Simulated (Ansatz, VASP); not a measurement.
## One calculation of Rb, two programs

```
Rb
1.0
    -2.84809    2.84809    2.80600
     2.84809   -2.84809    2.80600
     2.84809    2.84809   -2.80600
Rb
1
Direct
  0.00000 0.00000 0.00000
```

Change from the starting cell: strain +0.015 along x and y, +0.000 along z, atoms carried along.

Alike in both runs: task single point; functional PBE; k mesh 12 × 12 × 12; occupations gaussian, width 0.15 eV; no spin polarisation.

|  | VASP | Ansatz |
| --- | --- | --- |
| version | VASP 6.6.1 | Ansatz 0.2.0 |
| potentials or method | VASP PAW PBE potentials, release 64 (Rb_sv), cutoff 520 eV | scalar-relativistic, plane waves, PAW |
| valence electrons in the cell | 9 | 9 |

```tsv
	VASP	Ansatz	Ansatz less VASP
gap on the k mesh at the Fermi level (eV)	none	none	-
pressure (GPa)	0.0	0.0	0.00
```

A gap of «none» marks a metal or a gap that the smearing closes.
